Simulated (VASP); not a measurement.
A run of VASP 6.6.1 is set up as follows.

File INCAR:

```
SYSTEM = Ba
  PREC = Accurate
  ENCUT = 520
  EDIFF = 1E-7
  ISMEAR = -1
  SIGMA = 0.1
  LREAL = .False.
  LASPH = .True.
  NELM = 80
  ALGO = Normal
  ISIF = 2
  LWAVE = .False.
  LCHARG = .False.
  GGA = RE
  NBANDS = 11
```

Contents of KPOINTS:

```
regular mesh
0
Gamma
  9 9 9
  0 0 0
```

Contents of POSCAR:

```
Ba
1.0
    0.0000000000      3.2397655385      3.2397655385
    3.2397655385      0.0000000000      3.2397655385
    3.2397655385      3.2397655385      0.0000000000
Ba
1
Direct
    0.0000000000      0.0000000000      0.0000000000
```

Potentials or basis: VASP PAW PBE potentials, release 64 (Ba_sv).

Command:

```console
$ cat potpaw_PBE.64/Ba_sv/POTCAR > POTCAR
$ mpirun -np 1 vasp_std > vasp.out
```

Question: What does it give for the pressure?

Answer: 0.1 GPa.

Question: Estimate the band gap on the k mesh.

Answer: Zero (band 5 reaches 1.62 eV, above the bottom of band 6 at 1.46 eV).

Caveat: the PAW data sets were made with another functional, which shifts forces and pressure a little; spin-orbit coupling is left out, which moves the levels of the heavy elements.
